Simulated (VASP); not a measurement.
# MnF2 (P4_2/mnm) in VASP: single point with PBE

Aim: the single point of MnF2 with PBE.

All numbers are computed with VASP 6.6.1; they aren't measurements. Logs are shortened: lines on timing, memory, paths and dates and some standing lists are left out, and cuts for length are marked.

### 1 The cell of the first run

The structure is tetragonal, space group P4_2/mnm (No. 136). The conventional cell has a = 4.873 Å, b = 4.873 Å, c = 3.310 Å, α = 90.00°, β = 90.00°, γ = 90.00°. Within 2.8 Å of Mn (site symmetry mmm) lie 6 F at 2.10 to 2.13 Å. F (site symmetry m2m) has 3 Mn at 2.10 to 2.13 Å and 1 F at 2.69 Å within 2.8 Å.

### 2 Single point, PBE, collinear spin, antiferromagnetic start

File INCAR:

```
SYSTEM = MnF2
ALGO     = Normal         ! electronic algorithm
EDIFF    = 1E-6           ! SCF threshold, eV
ENCUT    = 520            ! plane-wave cutoff, eV
GGA      = PE             ! functional
ISIF     = 2              ! what is computed and relaxed
ISMEAR   = 0              ! smearing method
ISPIN    = 2              ! spin polarisation
LASPH    = .True.         ! aspherical terms in the spheres
LCHARG   = .False.        ! write CHGCAR
LMAXMIX  = 4              ! l up to which the mixer works
LORBIT   = 11             ! projections on sites
LREAL    = .False.        ! projectors in reciprocal space
LWAVE    = .False.        ! write WAVECAR
MAGMOM   = 4.14 -4.14 -0.03 0.03 -0.03 0.03 ! initial moments
NBANDS   = 40             ! bands
NELM     = 150            ! most SCF steps
PREC     = Accurate       ! precision mode
SIGMA    = 0.05           ! smearing width, eV
```

File KPOINTS:

```
k-points
0
Gamma
  4 4 6
  0 0 0
```

File POSCAR:

```
MnF2
1.0
    4.8733996600      0.0000000000      0.0000000000
    0.0000000000      4.8733996600      0.0000000000
    0.0000000000      0.0000000000      3.3098997700
Mn F
2 4
Direct
    0.0000000000      0.0000000000      0.0000000000
    0.5000000000      0.5000000000      0.5000000000
    0.3050000000      0.3050000000      0.0000000000
    0.1950000000      0.8050000000      0.5000000000
    0.6950000000      0.6950000000      0.0000000000
    0.8050000000      0.1950000000      0.5000000000
```

Potentials or basis: VASP PAW PBE potentials, release 64 (Mn_pv, F).

Launch:

```bash
$ cat potpaw_PBE.64/Mn_pv/POTCAR potpaw_PBE.64/F/POTCAR > POTCAR
$ mpirun -np 1 vasp_std > vasp.out
```

OUTCAR:

```text
SYSTEM = MnF2
   EDIFF = 1E-6
   ENCUT = 520
   GGA = PE
   ISIF = 2
   ISMEAR = 0
   ISPIN = 2
   LASPH = .True.
   LORBIT = 11
   LREAL = .False.
   NELM = 150
   PREC = Accurate

 ion  position               nearest neighbor table
   1  0.000  0.000  0.000-   3 2.10   5 2.10   4 2.13   6 2.13   4 2.13   6 2.13
   2  0.500  0.500  0.500-   4 2.10   6 2.10   5 2.13   3 2.13   3 2.13   5 2.13
   3  0.305  0.305  0.000-   1 2.10   2 2.13   2 2.13
   4  0.195  0.805  0.500-   2 2.10   1 2.13   1 2.13
   5  0.695  0.695  0.000-   1 2.10   2 2.13   2 2.13
   6  0.805  0.195  0.500-   2 2.10   1 2.13   1 2.13

  LATTYP: Found a simple tetragonal cell.
 ALAT       =     4.8733996600
 C/A-ratio  =     0.6791767556

  Lattice vectors:

 A1 = (   4.8733996600,   0.0000000000,   0.0000000000)
 A2 = (   0.0000000000,   4.8733996600,   0.0000000000)
 A3 = (   0.0000000000,   0.0000000000,   3.3098997700)

Analysis of symmetry for initial positions (statically):
=====================================================================
 Subroutine PRICEL returns:
 Original cell was already a primitive cell.

 Routine SETGRP: Setting up the symmetry group for a
 simple tetragonal supercell.

 Subroutine GETGRP returns: Found 16 space group operations
 (whereof  8 operations were pure point group operations)
 out of a pool of 16 trial point group operations.

The static configuration has the point symmetry D_2h.
 The point group associated with its full space group is D_4h.

Analysis of symmetry for dynamics (positions and initial velocities):
=====================================================================
 Subroutine PRICEL returns:
 Original cell was already a primitive cell.

 Routine SETGRP: Setting up the symmetry group for a
 simple tetragonal supercell.

 Subroutine GETGRP returns: Found 16 space group operations
 (whereof  8 operations were pure point group operations)
 out of a pool of 16 trial point group operations.

The dynamic configuration has the point symmetry D_2h.
 The point group associated with its full space group is D_4h.

Analysis of structural, dynamic, and magnetic symmetry:
=====================================================================
 Subroutine PRICEL returns:
 Original cell was already a primitive cell.

 Routine SETGRP: Setting up the symmetry group for a
 simple tetragonal supercell.

 Subroutine GETGRP returns: Found 16 space group operations
 (whereof  8 operations were pure point group operations)
 out of a pool of 16 trial point group operations.

The overall configuration has the point symmetry D_2h.
 The point group associated with its full space group is D_4h.

 Subroutine INISYM returns: Found 16 space group operations
 (whereof  8 operations are pure point group operations),
 and found     1 'primitive' translations

----------------------------------------------------------------------------------------

                                     Primitive cell

  volume of cell :      78.6102

  direct lattice vectors                    reciprocal lattice vectors
     4.873399660  0.000000000  0.000000000     0.205195566  0.000000000  0.000000000
     0.000000000  4.873399660  0.000000000     0.000000000  0.205195566  0.000000000
     0.000000000  0.000000000  3.309899770     0.000000000  0.000000000  0.302123952

  length of vectors
     4.873399660  4.873399660  3.309899770     0.205195566  0.205195566  0.302123952

  position of ions in fractional coordinates (direct lattice)
     0.000000000  0.000000000  0.000000000
     0.500000000  0.500000000  0.500000000
     0.305000000  0.305000000  0.000000000
     0.195000000  0.805000000  0.500000000
     0.695000000  0.695000000  0.000000000
     0.805000000  0.195000000  0.500000000

  ion indices of the primitive-cell ions
   primitive index   ion index
                 1           1
                 2           2
                 3           3
                 4           4
                 5           5
                 6           6
[... 30 lines left out ...]
  0.250000  0.000000  0.000000      4.000000
  0.500000  0.000000  0.000000      2.000000
  0.250000  0.250000  0.000000      4.000000
  0.500000  0.250000  0.000000      4.000000
  0.500000  0.500000  0.000000      1.000000
[... 16 lines left out ...]
  0.500000  0.250000  0.500000      4.000000
  0.500000  0.500000  0.500000      1.000000
   k-points           NKPTS =     24   k-points in BZ     NKDIM =     24   number of bands    NBANDS=     40
   number of dos      NEDOS =    301   number of ions     NIONS =      6
   total plane-waves  NPLWV =  36288
   dimension x,y,z NGX =    36 NGY =   36 NGZ =   28
   dimension x,y,z NGXF=    72 NGYF=   72 NGZF=   56
   ions per type =               2   4
   NGX,Y,Z   is equivalent  to a cutoff of  12.28, 12.28, 14.06 a.u.
   NGXF,Y,Z  is equivalent  to a cutoff of  24.56, 24.56, 28.13 a.u.
 SYSTEM =  MnF2
   PREC   = accura    normal or accurate (medium, high low for compatibility)
   ISTART =      0    job   : 0-new  1-cont  2-samecut
   ICHARG =      2    charge: 1-file 2-atom 10-const
   ISPIN  =      2    spin polarized calculation?
   LNONCOLLINEAR =      F non collinear calculations
   LSORBIT =      F    spin-orbit coupling
   LASPH  =      T    aspherical Exc in radial PAW
   ENCUT  =  520.0 eV  38.22 Ry    6.18 a.u.   9.06  9.06  6.15*2*pi/ulx,y,z
   NELM   =    150;   NELMIN=  2; NELMDL= -5     # of ELM steps
   EDIFF  = 0.1E-05   stopping-criterion for ELM
   LREAL  =      F    real-space projection
   EDIFFG = 0.1E-04   stopping-criterion for IOM
   NSW    =      0    number of steps for IOM
   IBRION =     -1    ionic relax: 0-MD 1-quasi-New 2-CG
   NFREE  =      0    steps in history (QN), initial steepest desc. (CG)
   ISIF   =      2    stress and relaxation
   ISYM   =      2    0-nonsym 1-usesym 2-fastsym
   POTIM  = 0.5000    time-step for ionic-motion
   TEBEG  =    0.0;   TEEND  =   0.0 temperature during run
   PSTRESS=    0.0 pullay stress
   NELECT =      54.0000    total number of electrons
   NUPDOWN=      -1.0000    fix difference up-down
   EMIN   =  10.00;   EMAX   =-10.00  energy-range for DOS
   EFERMI =   0.00;   METHOD = LEGACY
   ISMEAR =     0;   SIGMA  =   0.05  broadening in eV -4-tet -1-fermi 0-gaus
   EFERMI_NEDOS =   21; number of points for ismear=-14 and -15
   IALGO  =     38    algorithm
   IMIX   =      4    mixing-type and parameters
     AMIX     =   0.40;   BMIX     =  1.00
     AMIX_MAG =   1.60;   BMIX_MAG =  1.00
  volume/ion in A,a.u.               =      13.10        88.41
  Fermi-wavevector in a.u.,A,eV,Ry     =   1.444485  2.729681 28.389069  2.086538
  Thomas-Fermi vector in A             =   2.562775
   LORBIT       =     11    0 simple, 1 ext, 2 COOP (PROOUT), +10 PAW based schemes
   GGA     = PE    functional components
   LHFCALC =     F    Hartree Fock is set to
   AEXX    =    0.0000 exact exchange contribution
   IVDW    =     0    specifies the selected vdW correction
   LEPSILON=     F    determine dielectric tensor
   LRPA    =     F    only Hartree local field effects (RPA)
 spin polarized calculation
 Gauss-broadening in eV      SIGMA  =   0.05
  energy-cutoff  :      520.00
  volume of cell :       78.61
 maximum number of plane-waves:      2144
   NGX = 19   NGY = 19   NGZ = 13

 number of electron      54.0000033 magnetization       0.0000000

 number of electron      54.0000033 magnetization      -0.0000000

 Free energy of the ion-electron system (eV)
  ---------------------------------------------------
  ext. energy  EPLUGINS =         0.00000000
  ---------------------------------------------------
  free energy    TOTEN  =       -39.41780790 eV

  energy without entropy =      -39.41780790  energy(sigma->0) =      -39.41780790

 E-fermi :   3.1487     XC(G=0):  -9.7564

 val. band max:        2.7682544086   @ k =   0.5000   0.0000   0.0000
 cond. band min:       4.9653117395   @ k =   0.0000   0.0000   0.0000
 fundamental gap:      2.1970573309
 Fermi energy:         3.1487021110

 spin component 1

 k-point     1 :       0.0000    0.0000    0.0000
  band No.  band energies     occupation
      1     -46.7304      1.00000
      2     -46.6653      1.00000
      3     -46.6542      1.00000
      4     -41.8086      1.00000
      5     -41.7470      1.00000
      6     -41.7357      1.00000
[... 997 lines left out ...]
     38      12.6485      0.00000
     39      12.7421      0.00000
 Fermi energy:         3.1487021110

 spin component 2

 k-point     1 :       0.0000    0.0000    0.0000
  band No.  band energies     occupation
      1     -46.7304      1.00000
      2     -46.6653      1.00000
      3     -46.6542      1.00000
      4     -41.8086      1.00000
      5     -41.7470      1.00000
      6     -41.7357      1.00000
[... 997 lines left out ...]
     38      12.6485      0.00000
     39      12.7421      0.00000
 [bands above 39 left out]

------------------------ aborting loop because EDIFF is reached ----------------------------------------

  FORCE on cell =-STRESS in cart. coord.  units (eV):
  Direction    XX          YY          ZZ          XY          YZ          ZX
  --------------------------------------------------------------------------------------
  -------------------------------------------------------------------------------------
  Total        1.2900779      1.2900779      1.3656364      0.0000000      0.0000000      0.0000000
  in kB       26.2934530     26.2934530     27.8334321      0.0000000      0.0000000      0.0000000
  external PRESSURE =      26.8067794 kB  Pullay stress =       0.0000000 kB

 VOLUME and BASIS-vectors are now :
 -----------------------------------------------------------------------------
  energy-cutoff  :      520.00
  volume of cell :       78.61
      direct lattice vectors                 reciprocal lattice vectors
     4.873399660  0.000000000  0.000000000     0.205195566  0.000000000  0.000000000
     0.000000000  4.873399660  0.000000000     0.000000000  0.205195566  0.000000000
     0.000000000  0.000000000  3.309899770     0.000000000  0.000000000  0.302123952

 POSITION                                       TOTAL-FORCE (eV/Angst)
 -----------------------------------------------------------------------------------
      0.00000      0.00000      0.00000         0.000000      0.000000      0.000000
      2.43670      2.43670      1.65495         0.000000      0.000000      0.000000
      1.48639      1.48639      0.00000        -0.065632     -0.065632      0.000000
      0.95031      3.92309      1.65495         0.065632     -0.065632      0.000000
      3.38701      3.38701      0.00000         0.065632      0.065632      0.000000
      3.92309      0.95031      1.65495        -0.065632      0.065632      0.000000
 -----------------------------------------------------------------------------------
    total drift:                                0.000000      0.000000      0.000000

  FREE ENERGIE OF THE ION-ELECTRON SYSTEM (eV)
  ---------------------------------------------------
  free  energy   TOTEN  =       -39.4178079001 eV

  energy  without entropy=      -39.4178079001  energy(sigma->0) =      -39.41780790

 total charge

# of ion       s       p       d       tot
------------------------------------------
    1        0.162   6.144   4.960  11.266
    2        0.162   6.144   4.960  11.266
    3        1.735   4.364   0.000   6.100
    4        1.735   4.364   0.000   6.100
    5        1.735   4.364   0.000   6.100
    6        1.735   4.364   0.000   6.100
--------------------------------------------------
tot          7.265  29.746   9.920  46.931

 magnetization (x)

# of ion       s       p       d       tot
------------------------------------------
    1        0.017   0.016   4.503   4.537
    2       -0.017  -0.016  -4.503  -4.537
    3       -0.002  -0.025   0.000  -0.027
    4        0.002   0.025   0.000   0.027
    5       -0.002  -0.025   0.000  -0.027
    6        0.002   0.025   0.000   0.027
--------------------------------------------------
tot          0.000   0.000   0.000   0.000
```

It took 52 s on 1 thread of Intel Xeon 6975P-C (Granite Rapids), shared host; peak memory 0.27 GiB.

Results:

| Property | Result |
| --- | --- |
| Free energy | -39.4178 eV |
| Pressure | 2.7 GPa |
| Largest force | 0.093 eV/Å |
| Band gap on the k mesh | 2.20 eV (least direct gap 2.26 eV) |
| Net moment | 0.00 μB per cell |
| Site moments | Mn +4.54, -4.54; F -0.03, +0.03 (each value once) μB |
| Valence electrons inside the program's atomic spheres | Mn 11.27; F 6.10 |

Forces in eV/Å, atoms in the order of the input:
```
Mn   0.000  0.000  0.000
Mn   0.000  0.000  0.000
F   -0.066 -0.066  0.000
F    0.066 -0.066  0.000
F    0.066  0.066  0.000
F   -0.066  0.066  0.000
```

Stress tensor (GPa, compression positive):
```
2.63 0.00 0.00
0.00 2.63 0.00
0.00 0.00 2.78
```

Levels at points of the mesh, in eV from the valence-band top:
Spin up:
```
           k point  band 23  band 24  band 25  band 26  band 27  band 28  band 29  band 30  band 31  band 32
(0.00, 0.00, 0.00)    -1.68    -1.46    -1.29    -0.40    -0.06     2.20     2.56     3.04     3.04     4.01
(0.50, 0.00, 0.00)    -1.64    -1.41    -1.26    -0.10     0.00     2.55     2.98     3.00     3.83     4.00
(0.50, 0.50, 0.00)    -1.68    -1.45    -1.21    -0.55    -0.06     2.62     3.02     3.03     3.27     4.03
(0.00, 0.00, 0.50)    -1.49    -1.45    -1.17    -0.54    -0.27     2.79     2.87     2.93     3.64     3.79
(0.50, 0.00, 0.50)    -1.55    -1.47    -1.28    -0.65    -0.07     2.77     2.86     3.00     3.63     4.10
(0.50, 0.50, 0.50)    -1.55    -1.48    -1.27    -0.57    -0.11     2.77     2.85     3.01     3.56     3.92
```
Spin down:
```csv
k point,band 23,band 24,band 25,band 26,band 27,band 28,band 29,band 30,band 31,band 32
"(0.00, 0.00, 0.00)",-1.68,-1.46,-1.29,-0.40,-0.06,2.20,2.56,3.04,3.04,4.01
"(0.50, 0.00, 0.00)",-1.64,-1.41,-1.26,-0.10,0.00,2.55,2.98,3.00,3.83,4.00
"(0.50, 0.50, 0.00)",-1.68,-1.45,-1.21,-0.55,-0.06,2.62,3.02,3.03,3.27,4.03
"(0.00, 0.00, 0.50)",-1.49,-1.45,-1.17,-0.54,-0.27,2.79,2.87,2.93,3.64,3.79
"(0.50, 0.00, 0.50)",-1.55,-1.47,-1.28,-0.65,-0.07,2.77,2.86,3.00,3.63,4.10
"(0.50, 0.50, 0.50)",-1.55,-1.48,-1.27,-0.57,-0.11,2.77,2.85,3.01,3.56,3.92
```

A k mesh can miss the band edges. Expect the measured gap to be larger: semilocal functionals such as PBE lack the derivative discontinuity.
